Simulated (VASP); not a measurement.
# Ti4Mo (I4/m) in VASP: single point with PBE

Aim: the single point of Ti4Mo with PBE.

Everything below comes from runs of VASP 6.6.1. Logs are shortened: lines on timing, memory, paths and dates and some standing lists are left out, and cuts for length are marked.

### 1 The cell of the first run

It takes space group I4/m (No. 87, tetragonal). Conventional cell: a = 6.933 Å, b = 6.933 Å, c = 3.093 Å, α = 90.00°, β = 90.00°, γ = 90.00°. Within 3.4 Å of Ti (site symmetry m) lie 3 Mo at 2.60 to 3.20 Å and 11 Ti at 2.74 to 3.22 Å. Mo (site symmetry 4/m) has 12 Ti at 2.60 to 3.20 Å and 2 Mo at 3.09 Å within 3.4 Å.

### 2 Single point, PBE (14.87 Å³/atom)

INCAR reads:

```
PREC     = Accurate       # precision mode
ENCUT    = 550            # plane-wave cutoff, eV
EDIFF    = 1E-6           # SCF threshold, eV
ISMEAR   = 0              # smearing method
SIGMA    = 0.1            # smearing width, eV
LREAL    = F              # projectors in reciprocal space
LASPH    = T              # aspherical terms in the spheres
NELM     = 300            # most SCF steps
ALGO     = All            # electronic algorithm
ISIF     = 2              # what is computed and relaxed
LWAVE    = F              # write WAVECAR
LCHARG   = F              # write CHGCAR
GGA      = PE             # functional
NBANDS   = 39             # bands
GGA_COMPAT= F            
ISEARCH  = 1            
KPAR     = 4
```

KPOINTS reads:

```
Automatic mesh
0
Gamma
  10 10 10
```

POSCAR reads:

```
Ti4Mo
1.0
   -3.4663547593      3.4663547593      1.5466152585
    3.4663547593     -3.4663547593      1.5466152585
    3.4663547593      3.4663547593     -1.5466152585
Ti Mo
4 1
Direct
    0.2134697398      0.5913777477      0.8048474875
    0.5913777477      0.7865302602      0.3779080079
    0.4086222523      0.2134697398      0.6220919921
    0.7865302602      0.4086222523      0.1951525125
    0.0000000000      0.0000000000      0.0000000000
```

Potentials or basis: VASP PAW PBE potentials, release 64 (Ti_sv, Mo_sv).

On the command line:

```
cat potpaw_PBE.64/Ti_sv/POTCAR potpaw_PBE.64/Mo_sv/POTCAR > POTCAR
mpirun -np 4 vasp_std > vasp.out
```

OUTCAR:

```text
PREC = Accurate
   ENCUT = 550
   EDIFF = 1E-6
   ISMEAR = 0
   LREAL = F
   LASPH = T
   NELM = 300
   ISIF = 2
   GGA = PE

 ion  position               nearest neighbor table
   1  0.213  0.591  0.805-   5 2.60   5 2.60   4 2.74   4 2.74   3 2.75   3 2.75   2 2.75   2 2.75
                             5 3.20
   2  0.591  0.787  0.378-   5 2.60   5 2.60   3 2.74   3 2.74   4 2.75   4 2.75   1 2.75   1 2.75
                             5 3.20
   3  0.409  0.213  0.622-   5 2.60   5 2.60   2 2.74   2 2.74   1 2.75   1 2.75   4 2.75   4 2.75
                             5 3.20
   4  0.787  0.409  0.195-   5 2.60   5 2.60   1 2.74   1 2.74   2 2.75   2 2.75   3 2.75   3 2.75
                             5 3.20
   5  0.000  0.000  0.000-   2 2.60   3 2.60   2 2.60   3 2.60   1 2.60   4 2.60   1 2.60   4 2.60
                             4 3.20   1 3.20   2 3.20   3 3.20

  LATTYP: Found a body centered tetragonal cell.
 ALAT       =     6.9327095186
 C/A-ratio  =     0.4461791611

  Lattice vectors:

 A1 = (  -3.4663547593,   3.4663547593,   1.5466152585)
 A2 = (   3.4663547593,  -3.4663547593,   1.5466152585)
 A3 = (   3.4663547593,   3.4663547593,  -1.5466152585)

Analysis of symmetry for initial positions (statically):
=====================================================================
 Subroutine PRICEL returns:
 Original cell was already a primitive cell.

 Routine SETGRP: Setting up the symmetry group for a
 body centered tetragonal supercell.

 Subroutine GETGRP returns: Found  8 space group operations
 (whereof  8 operations were pure point group operations)
 out of a pool of 16 trial point group operations.

The static configuration has the point symmetry C_4h.

Analysis of symmetry for dynamics (positions and initial velocities):
=====================================================================
 Subroutine PRICEL returns:
 Original cell was already a primitive cell.

 Routine SETGRP: Setting up the symmetry group for a
 body centered tetragonal supercell.

 Subroutine GETGRP returns: Found  8 space group operations
 (whereof  8 operations were pure point group operations)
 out of a pool of 16 trial point group operations.

The dynamic configuration has the point symmetry C_4h.

 Subroutine INISYM returns: Found  8 space group operations
 (whereof  8 operations are pure point group operations),
 and found     1 'primitive' translations

----------------------------------------------------------------------------------------

                                     Primitive cell

  volume of cell :      74.3341

  direct lattice vectors                    reciprocal lattice vectors
    -3.466354759  3.466354759  1.546615258     0.000000000  0.144243747  0.323286607
     3.466354759 -3.466354759  1.546615258     0.144243747  0.000000000  0.323286607
     3.466354759  3.466354759 -1.546615258     0.144243747  0.144243747  0.000000000

  length of vectors
     5.140354987  5.140354987  5.140354987     0.354006341  0.354006341  0.203991464

  position of ions in fractional coordinates (direct lattice)
     0.213469740  0.591377748  0.804847487
     0.591377748  0.786530260  0.377908008
     0.408622252  0.213469740  0.622091992
     0.786530260  0.408622252  0.195152513
     0.000000000  0.000000000  0.000000000

  ion indices of the primitive-cell ions
   primitive index   ion index
                 1           1
                 2           2
                 3           3
                 4           4
                 5           5

----------------------------------------------------------------------------------------

 KPOINTS: Automatic mesh

Automatic generation of k-mesh.
 Grid dimensions read from file:
 generate k-points for:   10   10   10

 Generating k-lattice:

  Cartesian coordinates                     Fractional coordinates (reciprocal lattice)
     0.000000000  0.014424375  0.032328661     0.100000000 -0.000000000  0.000000000
     0.014424375  0.000000000  0.032328661    -0.000000000  0.100000000  0.000000000
     0.014424375  0.014424375  0.000000000     0.000000000  0.000000000  0.100000000

  Length of vectors
     0.035400634  0.035400634  0.020399146

  Shift w.r.t. Gamma in fractional coordinates (k-lattice)
     0.000000000  0.000000000  0.000000000

 Subroutine IBZKPT returns following result:
 ===========================================

 Found    144 irreducible k-points:

 Following reciprocal coordinates:
            Coordinates               Weight
  0.000000  0.000000  0.000000      1.000000
  0.100000 -0.000000  0.000000      8.000000
  0.200000 -0.000000  0.000000      8.000000
  0.300000  0.000000  0.000000      8.000000
  0.400000  0.000000  0.000000      8.000000
  0.500000  0.000000 -0.000000      4.000000
[... 16 lines left out ...]
  0.200000  0.200000  0.000000      8.000000
  0.300000  0.200000  0.000000      8.000000
 [... further k-points ...]
   k-points           NKPTS =    144   k-points in BZ     NKDIM =    144   number of bands    NBANDS=     39
   number of dos      NEDOS =    301   number of ions     NIONS =      5
   total plane-waves  NPLWV =  64000
   dimension x,y,z NGX =    40 NGY =   40 NGZ =   40
   dimension x,y,z NGXF=    80 NGYF=   80 NGZF=   80
   ions per type =               4   1
   NGX,Y,Z   is equivalent  to a cutoff of  12.94, 12.94, 12.94 a.u.
   NGXF,Y,Z  is equivalent  to a cutoff of  25.87, 25.87, 25.87 a.u.
 SYSTEM =  unknown system
   PREC   = accura    normal or accurate (medium, high low for compatibility)
   ISTART =      0    job   : 0-new  1-cont  2-samecut
   ICHARG =      2    charge: 1-file 2-atom 10-const
   ISPIN  =      1    spin polarized calculation?
   LNONCOLLINEAR =      F non collinear calculations
   LSORBIT =      F    spin-orbit coupling
   LASPH  =      T    aspherical Exc in radial PAW
   ENCUT  =  550.0 eV  40.42 Ry    6.36 a.u.   9.83  9.83  9.83*2*pi/ulx,y,z
   NELM   =    300;   NELMIN=  2; NELMDL= -5     # of ELM steps
   EDIFF  = 0.1E-05   stopping-criterion for ELM
   LREAL  =      F    real-space projection
   EDIFFG = 0.1E-04   stopping-criterion for IOM
   NSW    =      0    number of steps for IOM
   IBRION =     -1    ionic relax: 0-MD 1-quasi-New 2-CG
   NFREE  =      0    steps in history (QN), initial steepest desc. (CG)
   ISIF   =      2    stress and relaxation
   ISYM   =      2    0-nonsym 1-usesym 2-fastsym
   POTIM  = 0.5000    time-step for ionic-motion
   TEBEG  =    0.0;   TEEND  =   0.0 temperature during run
   PSTRESS=    0.0 pullay stress
   NELECT =      62.0000    total number of electrons
   NUPDOWN=      -1.0000    fix difference up-down
   EMIN   =  10.00;   EMAX   =-10.00  energy-range for DOS
   EFERMI =   0.00;   METHOD = LEGACY
   ISMEAR =     0;   SIGMA  =   0.10  broadening in eV -4-tet -1-fermi 0-gaus
   EFERMI_NEDOS =   21; number of points for ismear=-14 and -15
   IALGO  =     58    algorithm
   IMIX   =      4    mixing-type and parameters
     AMIX     =   0.40;   BMIX     =  1.00
     AMIX_MAG =   1.60;   BMIX_MAG =  1.00
  volume/ion in A,a.u.               =      14.87       100.33
  Fermi-wavevector in a.u.,A,eV,Ry     =   1.541024  2.912112 32.310487  2.374754
  Thomas-Fermi vector in A             =   2.647028
   LORBIT       =      0    0 simple, 1 ext, 2 COOP (PROOUT), +10 PAW based schemes
   GGA     = PE    functional components
   LHFCALC =     F    Hartree Fock is set to
   AEXX    =    0.0000 exact exchange contribution
   IVDW    =     0    specifies the selected vdW correction
   LEPSILON=     F    determine dielectric tensor
   LRPA    =     F    only Hartree local field effects (RPA)
 non-spin polarized calculation
 Gauss-broadening in eV      SIGMA  =   0.10
  energy-cutoff  :      550.00
  volume of cell :       74.33
 maximum number of plane-waves:      2210
   NGX = 19   NGY = 19   NGZ = 19

 number of electron      62.0000000 magnetization

 Free energy of the ion-electron system (eV)
  ---------------------------------------------------
  ext. energy  EPLUGINS =         0.00000000
  ---------------------------------------------------
  free energy    TOTEN  =       -41.94813642 eV

  energy without entropy =      -41.90680637  energy(sigma->0) =      -41.92747140

 E-fermi :  10.3423     XC(G=0): -12.5181

 val. band max:       10.3422443978   @ k =   0.2000   0.2000   0.2000
 cond. band min:      10.3433640235   @ k =  -0.4000   0.2000   0.0000
 fundamental gap:      0.0011196258
 Fermi energy:        10.3423193633

 k-point     1 :       0.0000    0.0000    0.0000
  band No.  band energies     occupation
      1     -49.4424      2.00000
      2     -45.8943      2.00000
      3     -45.7221      2.00000
      4     -45.7221      2.00000
      5     -45.7147      2.00000
      6     -23.8193      2.00000
[... 31 lines left out ...]
     38      12.3602      0.00000
     39      12.3627      0.00000

 k-point     2 :       0.1000   -0.0000    0.0000
  band No.  band energies     occupation
      1     -49.4390      2.00000
      2     -45.8865      2.00000
      3     -45.7297      2.00000
      4     -45.7225      2.00000
      5     -45.7077      2.00000
      6     -23.8125      2.00000
[... 31 lines left out ...]
     38      12.5171      0.00000
     39      12.6341      0.00000

 k-point     3 :       0.2000   -0.0000    0.0000
  band No.  band energies     occupation
      1     -49.4300      2.00000
      2     -45.8642      2.00000
      3     -45.7376      2.00000
      4     -45.7239      2.00000
      5     -45.7025      2.00000
      6     -23.7951      2.00000
[... 31 lines left out ...]
     38      12.7795      0.00000
     39      12.8997      0.00000

 k-point     4 :       0.3000    0.0000    0.0000
  band No.  band energies     occupation
      1     -49.4189      2.00000
      2     -45.8311      2.00000
      3     -45.7418      2.00000
      4     -45.7269      2.00000
      5     -45.7060      2.00000
      6     -23.8565      2.00000
[... 31 lines left out ...]
     38      12.9898      0.00000
     39      13.1744      0.00000
[... 754 lines left out ...]
     38      12.3341      0.00000
     39      12.4118      0.00000

 k-point    23 :       0.2000    0.2000    0.0000
  band No.  band energies     occupation
      1     -49.4100      2.00000
      2     -45.7989      2.00000
      3     -45.7408      2.00000
      4     -45.7292      2.00000
      5     -45.7186      2.00000
      6     -23.9622      2.00000
[... 31 lines left out ...]
     38      13.1622      0.00000
     39      13.6558      0.00000

 k-point    24 :       0.3000    0.2000    0.0000
  band No.  band energies     occupation
      1     -49.4065      2.00000
      2     -45.7650      2.00000
      3     -45.7460      2.00000
      4     -45.7438      2.00000
      5     -45.7260      2.00000
      6     -23.9986      2.00000
[... 31 lines left out ...]
     38      13.3833      0.00000
     39      13.8747      0.00000

 [... further k-points ...]
[... 5 lines left out ...]
  --------------------------------------------------------------------------------------
  -------------------------------------------------------------------------------------
  Total        8.8501473      8.8501473      8.8334782     -0.0000000      0.0000000      0.0000000
  in kB      190.7536181    190.7536181    190.3943357     -0.0000006      0.0000000      0.0000000
  external PRESSURE =     190.6338573 kB  Pullay stress =       0.0000000 kB

 VOLUME and BASIS-vectors are now :
 -----------------------------------------------------------------------------
  energy-cutoff  :      550.00
  volume of cell :       74.33
      direct lattice vectors                 reciprocal lattice vectors
    -3.466354759  3.466354759  1.546615258     0.000000000  0.144243747  0.323286607
     3.466354759 -3.466354759  1.546615258     0.144243747  0.000000000  0.323286607
     3.466354759  3.466354759 -1.546615258     0.144243747  0.144243747  0.000000000

 POSITION                                       TOTAL-FORCE (eV/Angst)
 -----------------------------------------------------------------------------------
      4.09985      1.47992      0.00000         0.003783     -0.015233      0.000000
      1.98643      0.63350      1.54662         0.015233      0.003783      0.000000
      1.47992      2.83286     -0.00000        -0.015233     -0.003783     -0.000000
     -0.63350      1.98643      1.54662        -0.003783      0.015233     -0.000000
      0.00000      0.00000      0.00000         0.000000      0.000000      0.000000
 -----------------------------------------------------------------------------------
    total drift:                                0.000000     -0.000000     -0.000000

  FREE ENERGIE OF THE ION-ELECTRON SYSTEM (eV)
  ---------------------------------------------------
  free  energy   TOTEN  =       -41.9481364246 eV

  energy  without entropy=      -41.9068052251  energy(sigma->0) =      -41.92747082
```

Run time: 6 min. Hardware: 4 MPI ranks of Intel Xeon Platinum 8259CL at 2.50GHz (Skylake/Cascade Lake), shared host; peak memory 0.89 GiB.

Results:

| Quantity | Value |
| --- | --- |
| Free energy | -41.9481 eV |
| Pressure | 19.1 GPa |
| Largest force | 0.016 eV/Å |
| Band gap on the k mesh | zero (bands 31 and 32 overlap by 1.08 eV) |

Forces in eV/Å, atoms in the order of the input:
```
Ti   0.004 -0.015  0.000
Ti   0.015  0.004  0.000
Ti  -0.015 -0.004  0.000
Ti  -0.004  0.015  0.000
Mo   0.000  0.000  0.000
```

Caveat: the cell stands under pressure.
